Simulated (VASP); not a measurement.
Input of a VASP 6.6.1 run:

File INCAR:

```
ALGO = Normal ; EDIFF = 1E-6
ENCUT = 1000 ; GGA = PS
GGA_COMPAT = False ; ISIF = 2
ISMEAR = -1 ; LASPH = True
LCHARG = False ; LREAL = Auto
LWAVE = False ; NBANDS = 88
NELM = 120 ; NELMDL = -8
PREC = Accurate ; SIGMA = 0.15
```

The input KPOINTS:

```
k-points
0
Gamma
  2 2 1
```

POSCAR

```
HW4C4
1.0
    5.7763200000      0.0000000000      0.0000000000
   -2.8881600000      5.0024400000      0.0000000000
    0.0000000000      0.0000000000     15.2384600000
W C H
8 8 2
Direct
    0.0000000000      0.0000000000      0.0656234000
   -0.0001670238     -0.0001574601      0.2526325917
    0.0000000000      0.5000000000      0.0656234000
   -0.0001694019      0.4998490049      0.2527273536
    0.5000000000      0.0000000000      0.0656234000
    0.4997978973     -0.0001823760      0.2527317464
    0.5000000000      0.5000000000      0.0656234000
    0.4998195033      0.4998422585      0.2527242303
    0.3334414127      0.1665685918      0.1509935216
    0.3328838838      0.1666906688      0.3255709015
    0.3333900796      0.6664861736      0.1510204212
    0.3329939125      0.6666674685      0.3255955275
    0.8333481716      0.1665133212      0.1509295677
    0.8330475577      0.1668639977      0.3255429697
    0.8332793629      0.6663747371      0.1510414955
    0.8333035054      0.6672392024      0.3257379899
    0.0958872510      0.8561376553      0.5163908693
   -0.0175266895      0.8873947377      0.5156362418
```

Potentials or basis: VASP PAW PBE potentials, release 64 (W_sv, C_h, H_h).

Run with:

```bash
$ cat potpaw_PBE.64/W_sv/POTCAR potpaw_PBE.64/C_h/POTCAR potpaw_PBE.64/H_h/POTCAR > POTCAR
$ mpirun -np 1 vasp_std > vasp.out
```

(1) What does it give for the band gap on the k mesh?

(2) What does it give for the largest force?

Answers

(1) zero (bands 73 and 74 overlap by 0.19 eV).

(2) 0.092 eV/Å.

Caveat: the k points lie up to 0.63 Å⁻¹ apart; there is no dipole correction, which matters where the two faces differ; the PAW data sets were made with another functional, which shifts forces and pressure a little; spin-orbit coupling is left out, which moves the levels of the heavy elements.
